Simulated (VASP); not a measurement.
Input of a VASP 6.6.1 run:

Contents of INCAR:

```
ALGO = Normal
EDIFF = 1E-6
ENCUT = 520
GGA = PE
ISIF = 2
ISMEAR = 0
LASPH = True
LCHARG = True
LELF = True
LREAL = False
LVHAR = True
LWAVE = False
NBANDS = 34
NELM = 100
PREC = Accurate
SIGMA = 0.1
```

KPOINTS

```
k-points
0
Gamma
  3 3 3
```

POSCAR

```
RbP3
1.0
    4.3023069455      2.4839380731      4.8621595874
   -4.3023069455      2.4839380731      4.8621595874
    0.0000000000     -4.9678761462      4.8621595875
Rb P
2 6
Direct
    0.2629740092      0.2629740092      0.2629740092
    0.7370259908      0.7370259908      0.7370259908
    0.8384990022      0.1837993129      0.8384990022
    0.8384990022      0.8384990022      0.1837993129
    0.1837993129      0.8384990022      0.8384990022
    0.1615009978      0.8162006871      0.1615009978
    0.8162006871      0.1615009978      0.1615009978
    0.1615009978      0.1615009978      0.8162006871
```

Potentials or basis: VASP PAW PBE potentials, release 64 (Rb_sv, P).

Run with:

```sh
$ cat potpaw_PBE.64/Rb_sv/POTCAR potpaw_PBE.64/P/POTCAR > POTCAR
$ mpirun -np 1 vasp_std > vasp.out
```

Problem. Estimate the pressure.

Solution. -0.3 GPa.

Problem. Predict the band gap on the k mesh.

Solution. 1.06 eV, indirect (least direct gap 1.13 eV).

Problem. What does it give for the largest force?

Solution. 0.068 eV/Å.

Forces on the atoms (eV/Å):
```
Rb   0.000  0.000  0.005
Rb   0.000  0.000 -0.005
P    0.032 -0.018  0.058
P    0.000  0.037  0.058
P   -0.032 -0.018  0.058
P   -0.032  0.018 -0.058
P    0.032  0.018 -0.058
P    0.000 -0.037 -0.058
```

A k mesh can miss the band edges.
